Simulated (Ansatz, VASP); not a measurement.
PbS in VASP and in Ansatz

File INCAR:

```
SYSTEM = PbS
PREC = Accurate
ENCUT = 520
EDIFF = 1E-7
ISMEAR = -1
SIGMA = 0.02
LREAL = .FALSE.
LASPH = .TRUE.
NELM = 60
ALGO = Normal
ISIF = 2
LWAVE = .FALSE.
LCHARG = .FALSE.
GGA = PS
NBANDS = 28
```

KPOINTS

```
regular mesh
0
G
  6 6 4
  0 0 0
```

Contents of POSCAR:

```
PbS
1.0
    2.0569418400     -3.5658292700      0.0000000000
    2.0569418400      3.5658292700      0.0000000000
    0.0000000000      0.0000000000      7.5599447400
Pb S
2 2
Direct
    0.0010316600      0.9989683400      0.4867318100
    0.9989683400      0.0010316600      0.9867318100
    0.6671454800      0.3328545200      0.6924681900
    0.3328545200      0.6671454800      0.1924681900
```

Input for Ansatz:

```yaml
crystal:
  lattice:
    - [2.05694184, -3.56582927, 0.0]
    - [2.05694184, 3.56582927, 0.0]
    - [0.0, 0.0, 7.55994474]
  atoms:
    - { symbol: Pb, position: [0.00103166, 0.99896834, 0.48673181] }
    - { symbol: Pb, position: [0.99896834, 0.00103166, 0.98673181] }
    - { symbol: S, position: [0.66714548, 0.33285452, 0.69246819] }
    - { symbol: S, position: [0.33285452, 0.66714548, 0.19246819] }
basis:
  ecutwfc: 420.0
kpoints:
  mp_grid:
    grid: [6, 6, 4]
hamiltonian:
  xc: pbesol
scf:
  occupations:
    method: fermi_dirac
    width: 0.02
output:
  stress: true
```

Alike in both runs: task single point; functional PBEsol; k mesh 6 × 6 × 4; occupations fermi-dirac, width 0.02 eV; no spin polarisation.

|  | VASP | Ansatz |
| --- | --- | --- |
| version | VASP 6.6.1 | Ansatz 0.2.0 |
| potentials or method | VASP PAW PBE potentials, release 64 (Pb_d, S), cutoff 520 eV | plane waves, PAW |
| valence electrons in the cell | 40 | 40 |

```tsv
	VASP	Ansatz	Ansatz less VASP
pressure (GPa)	-1.8	-1.8	+0.04
traceless stress, the component that is largest in VASP (GPa)	-0.16	-0.17	-0.004
```

VASP's potentials were made for PBE, not for PBEsol.

Spin-orbit coupling is off throughout.
